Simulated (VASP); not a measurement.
# Au in VASP: notebook, part 2 of 2

VASP 6.6.1. The steps go on from the part before.

### 4 Electric field gradients, PBEsol

The input, INCAR:

```
PREC     = Accurate       # precision mode
ENCUT    = 520            # plane-wave cutoff, eV
EDIFF    = 1E-8           # SCF threshold, eV
ISMEAR   = -1             # smearing method
SIGMA    = 0.08           # smearing width, eV
LREAL    = False          # projectors in reciprocal space
LASPH    = True           # aspherical terms in the spheres
NELM     = 80             # most SCF steps
ALGO     = Normal         # electronic algorithm
ISIF     = 2              # what is computed and relaxed
LWAVE    = False          # write WAVECAR
LCHARG   = False          # write CHGCAR
GGA      = PS             # functional
LEFG     = True         
NBANDS   = 12             # bands
```

The input, KPOINTS:

```
Automatic mesh
0
Gamma
  14 14 14
```

The input, POSCAR:

```
Au
1.0
    0.0000000000      2.0455000000      2.0455000000
    2.0455000000      0.0000000000      2.0455000000
    2.0455000000      2.0455000000      0.0000000000
Au
1
Direct
    0.0000000000      0.0000000000      0.0000000000
```

Potentials or basis: VASP PAW PBE potentials, release 64 (Au).

Run with:

```console
cat potpaw_PBE.64/Au/POTCAR > POTCAR
mpirun -np 1 vasp_std > vasp.out
```

OUTCAR:

```text
PREC = Accurate
   ENCUT = 520
   EDIFF = 1E-8
   ISMEAR = -1
   LREAL = False
   LASPH = True
   NELM = 80
   ISIF = 2
   GGA = PS

 ion  position               nearest neighbor table
   1  0.000  0.000  0.000-

  LATTYP: Found a face centered cubic cell.
 ALAT       =     4.0910000000

  Lattice vectors:

 A1 = (   0.0000000000,   2.0455000000,   2.0455000000)
 A2 = (   2.0455000000,   0.0000000000,   2.0455000000)
 A3 = (   2.0455000000,   2.0455000000,   0.0000000000)

Analysis of symmetry for initial positions (statically):
=====================================================================
 Subroutine PRICEL returns:
 Original cell was already a primitive cell.

 Routine SETGRP: Setting up the symmetry group for a
 face centered cubic supercell.

 Subroutine GETGRP returns: Found 48 space group operations
 (whereof 48 operations were pure point group operations)
 out of a pool of 48 trial point group operations.

The static configuration has the point symmetry O_h .

Analysis of symmetry for dynamics (positions and initial velocities):
=====================================================================
 Subroutine PRICEL returns:
 Original cell was already a primitive cell.

 Routine SETGRP: Setting up the symmetry group for a
 face centered cubic supercell.

 Subroutine GETGRP returns: Found 48 space group operations
 (whereof 48 operations were pure point group operations)
 out of a pool of 48 trial point group operations.

[... 161 lines left out ...]
      7      23.7097      0.00000
      8      27.6797      0.00000
      9      27.6797      0.00000
     10      27.6797      0.00000
     11      32.5323      0.00000
     12      37.1451      0.00000
[... 331 lines left out ...]
 k-point    24 :       0.2857    0.1429    0.0000
  band No.  band energies     occupation
      1       1.5532      2.00000
      2       3.8236      2.00000
      3       4.8337      2.00000
      4       5.2358      2.00000
      5       6.0976      2.00000
      6       6.6286      2.00000
      7      21.1414      0.00000
      8      25.2725      0.00000
      9      25.5043      0.00000
     10      27.4556      0.00000
     11      30.2076      0.00000
     12      33.5760      0.00000

 [... further k-points ...]

------------------------ aborting loop because EDIFF is reached ----------------------------------------

  FORCE on cell =-STRESS in cart. coord.  units (eV):
  Direction    XX          YY          ZZ          XY          YZ          ZX
  --------------------------------------------------------------------------------------
  -------------------------------------------------------------------------------------
  Total       -0.1413003     -0.1413003     -0.1413003      0.0000000     -0.0000000     -0.0000000
  in kB      -13.2259003    -13.2259003    -13.2259003      0.0000000     -0.0000000     -0.0000000
  external PRESSURE =     -13.2259003 kB  Pullay stress =       0.0000000 kB

 VOLUME and BASIS-vectors are now :
 -----------------------------------------------------------------------------
  energy-cutoff  :      520.00
  volume of cell :       17.12
      direct lattice vectors                 reciprocal lattice vectors
     0.000000000  2.045500000  2.045500000    -0.244439012  0.244439012  0.244439012
     2.045500000  0.000000000  2.045500000     0.244439012 -0.244439012  0.244439012
     2.045500000  2.045500000  0.000000000     0.244439012  0.244439012 -0.244439012

 POSITION                                       TOTAL-FORCE (eV/Angst)
 -----------------------------------------------------------------------------------
      0.00000      0.00000      0.00000         0.000000     -0.000000     -0.000000
 -----------------------------------------------------------------------------------
    total drift:                               -0.000000      0.000000      0.000000

  FREE ENERGIE OF THE ION-ELECTRON SYSTEM (eV)
  ---------------------------------------------------
  free  energy   TOTEN  =        -3.9243559707 eV

  energy  without entropy=       -3.9175713291  energy(sigma->0) =       -3.92096365

 Electric field gradients (V/A^2)
---------------------------------------------------------------------
 ion       V_xx      V_yy      V_zz      V_xy      V_xz      V_yz
---------------------------------------------------------------------
   1      -0.000    -0.000    -0.000    -0.000    -0.000    -0.000
---------------------------------------------------------------------

 Electric field gradients after diagonalization (V/A^2)
 (convention: |V_zz| > |V_xx| > |V_yy|)
----------------------------------------------------------------------
 ion       V_xx      V_yy      V_zz     asymmetry (V_yy - V_xx)/ V_zz
----------------------------------------------------------------------
   1       0.000     0.000    -0.000       0.000
----------------------------------------------------------------------

           NMR quadrupolar parameters

 Cq : quadrupolar parameter    Cq=e*Q*V_zz/h
 eta: asymmetry parameters     (V_yy - V_xx)/ V_zz
 Q  : nuclear electric quadrupole moment in mb (millibarn)
----------------------------------------------------------------------
 ion       Cq(MHz)       eta       Q (mb)
----------------------------------------------------------------------
   1      -0.000       0.000       1.000
----------------------------------------------------------------------
```

It took 25 s on 1 thread of Intel Xeon 8259CL, shared host; peak memory 0.16 GiB.

Results:

```yaml
Free_energy: -3.9244 eV
Pressure: -1.3 GPa
```

Levels at points of the mesh, in eV from the Fermi level:
```csv
k point,band 4,band 5,band 6,band 7,band 8,band 9
"(0.00, 0.00, 0.00)",-4.61,-3.09,-3.09,14.55,18.52,18.52
"(0.50, 0.00, 0.00)",-1.90,-1.90,-0.96,3.07,13.99,17.10
"(0.50, 0.50, 0.00)",-1.58,-1.58,1.01,5.75,9.99,9.99
```

Caveat: without QUAD_EFG the Cq values of the log hold for a quadrupole moment of 1 mb, not for the nuclei; the PAW data sets were made with another functional, which shifts forces and pressure a little; spin-orbit coupling is left out, which moves the levels of the heavy elements.

### 5 Electric field gradients, PBE, non-collinear spin, zero start, spin-orbit coupling

The input, INCAR:

```
SYSTEM = Au
ALGO     = Normal         ! electronic algorithm
EDIFF    = 1E-8           ! SCF threshold, eV
ENCUT    = 520            ! plane-wave cutoff, eV
GGA      = PE             ! functional
GGA_COMPAT= .FALSE.      
ISIF     = 2              ! what is computed and relaxed
ISMEAR   = -1             ! smearing method
LASPH    = .TRUE.         ! aspherical terms in the spheres
LCHARG   = .FALSE.        ! write CHGCAR
LEFG     = .TRUE.       
LMAXMIX  = 4              ! l up to which the mixer works
LORBIT   = 11             ! projections on sites
LORBMOM  = .TRUE.       
LREAL    = .FALSE.        ! projectors in reciprocal space
LSORBIT  = .TRUE.         ! spin-orbit coupling
LWAVE    = .FALSE.        ! write WAVECAR
MAGMOM   = 0 0 0          ! initial moments
NBANDS   = 22             ! bands
NELM     = 150            ! most SCF steps
PREC     = Accurate       ! precision mode
SIGMA    = 0.08           ! smearing width, eV
```

The input, KPOINTS:

```
k-points
0
G
  14 14 14
  0 0 0
```

POSCAR is that of step 4.

Potentials or basis: VASP PAW PBE potentials, release 64 (Au).

Run with:

```console
cat potpaw_PBE.64/Au/POTCAR > POTCAR
mpirun -np 1 vasp_ncl > vasp.out
```

OUTCAR:

```text
SYSTEM = Au
   EDIFF = 1E-8
   ENCUT = 520
   GGA = PE
   ISIF = 2
   ISMEAR = -1
   LASPH = .TRUE.
   LORBIT = 11
   LREAL = .FALSE.
   LSORBIT = .TRUE.
   NELM = 150
   PREC = Accurate

 ion  position               nearest neighbor table
   1  0.000  0.000  0.000-

  LATTYP: Found a face centered cubic cell.
 ALAT       =     4.0910000000

  Lattice vectors:

 A1 = (   0.0000000000,   2.0455000000,   2.0455000000)
 A2 = (   2.0455000000,   0.0000000000,   2.0455000000)
 A3 = (   2.0455000000,   2.0455000000,   0.0000000000)

Analysis of symmetry for initial positions (statically):
[... 25 lines left out ...]
The dynamic configuration has the point symmetry O_h .

Analysis of structural, dynamic, and magnetic symmetry:
=====================================================================
 Subroutine PRICEL returns:
[... 7 lines left out ...]
 out of a pool of 48 trial point group operations.

The overall configuration has the point symmetry O_h .

 Subroutine INISYM returns: Found 48 space group operations
[... 5 lines left out ...]
                                     Primitive cell

  volume of cell :      17.1170

  direct lattice vectors                    reciprocal lattice vectors
[... 796 lines left out ...]
----------------------------------------------------------------------
   1      -0.000       0.000       1.000
----------------------------------------------------------------------

 orbital moment (x)

 # of ion     p       d       tot
 ----------------------------------------
  1         0.000  -0.000  -0.000
 ----------------------------------------
            0.000  -0.000  -0.000

 orbital moment (y)

 # of ion     p       d       tot
 ----------------------------------------
  1        -0.000   0.000   0.000
 ----------------------------------------
           -0.000   0.000   0.000

 orbital moment (z)

 # of ion     p       d       tot
 ----------------------------------------
  1         0.000   0.000   0.000
 ----------------------------------------
            0.000   0.000   0.000

 Spin-Orbit-Coupling matrix elements

 Ion:    1  E_soc:     -0.5857829
 l=   1
     0.0000000    -0.0262269    -0.0262269
    -0.0262269     0.0000000    -0.0262269
    -0.0262269    -0.0262269     0.0000000
 l=   2
     0.0000000    -0.0156217     0.0000000    -0.0156217    -0.0557819
    -0.0156217     0.0000000    -0.0418364    -0.0156217    -0.0139455
     0.0000000    -0.0418364     0.0000000    -0.0418364     0.0000000
    -0.0156217    -0.0156217    -0.0418364     0.0000000    -0.0139455
    -0.0557819    -0.0139455     0.0000000    -0.0139455     0.0000000
 l=   3
     0.0000000     0.0000000     0.0000000     0.0000000     0.0000000     0.0000000     0.0000000
     0.0000000     0.0000000     0.0000000     0.0000000     0.0000000     0.0000000     0.0000000
     0.0000000     0.0000000     0.0000000     0.0000000     0.0000000     0.0000000     0.0000000
     0.0000000     0.0000000     0.0000000     0.0000000     0.0000000     0.0000000     0.0000000
     0.0000000     0.0000000     0.0000000     0.0000000     0.0000000     0.0000000     0.0000000
     0.0000000     0.0000000     0.0000000     0.0000000     0.0000000     0.0000000     0.0000000
     0.0000000     0.0000000     0.0000000     0.0000000     0.0000000     0.0000000     0.0000000

 total charge

# of ion       s       p       d       tot
------------------------------------------
    1        0.539   0.369   8.742   9.650

 magnetization (x)

# of ion       s       p       d       tot
------------------------------------------
    1        0.000   0.000   0.000   0.000

 magnetization (y)

# of ion       s       p       d       tot
------------------------------------------
    1        0.000   0.000   0.000   0.000

 magnetization (z)

# of ion       s       p       d       tot
------------------------------------------
    1        0.000  -0.000   0.000  -0.000
```

stdout:

```text
POSCAR found type information on POSCAR Au
 POSCAR found :  1 types and       1 ions
 scaLAPACK will be used
 LDA part: xc-table for (Slater+PW92), standard interpolation
 POSCAR, INCAR and KPOINTS ok, starting setup
 FFT: planning ... GRIDC
 FFT: planning ... GRID_SOFT
 FFT: planning ... GRID
 WAVECAR not read
 entering main loop
ion   1
```

It took 2.2 min on 1 thread of Intel Xeon 8259CL, shared host; peak memory 0.23 GiB.

Results:

```yaml
Free_energy: -3.4937 eV
Pressure: 6.4 GPa
Net_moment: 0.00 μB per cell
Valence_electrons_inside_the_program's_atomic_spheres: Au 9.65
```

Moments on the atoms (μB; x, y, z):
```
Au  0.00 0.00 0.00
```

Caveat: without QUAD_EFG the Cq values of the log hold for a quadrupole moment of 1 mb, not for the nuclei.

### 6 Summary

```tsv
level	potentials or basis	spin	cell	gap on the mesh (eV)	pressure (GPa)
PBE	VASP PAW PBE potentials, release 64 (Au)	off	a = 2.900, b = 2.900, c = 2.878 Å, angles 60.2, 60.2, 59.5°, 1 atom	none	7.5
LDA	VASP PAW LDA potentials, release 64 (Au)	off	a = 2.893 Å, angles 60.0°, 1 atom	none	-5.2
PBEsol	VASP PAW PBE potentials, release 64 (Au)	off	a = 2.893 Å, angles 60.0°, 1 atom	none	-1.3
PBE	VASP PAW PBE potentials, release 64 (Au)	non-collinear, zero start, SOC	a = 2.893 Å, angles 60.0°, 1 atom	-	6.4
```

Alike in all rows: task electric field gradients; k mesh 14 × 14 × 14; cutoff (eV) 520; smearing fermi-dirac 0.08 eV.

Caveats: spin-orbit coupling is left out, which moves the levels of the heavy elements (some runs); the PAW data sets were made with another functional, which shifts forces and pressure a little (some runs).

Total energies depend on the potentials used, so only differences within one code and one set of settings carry meaning.
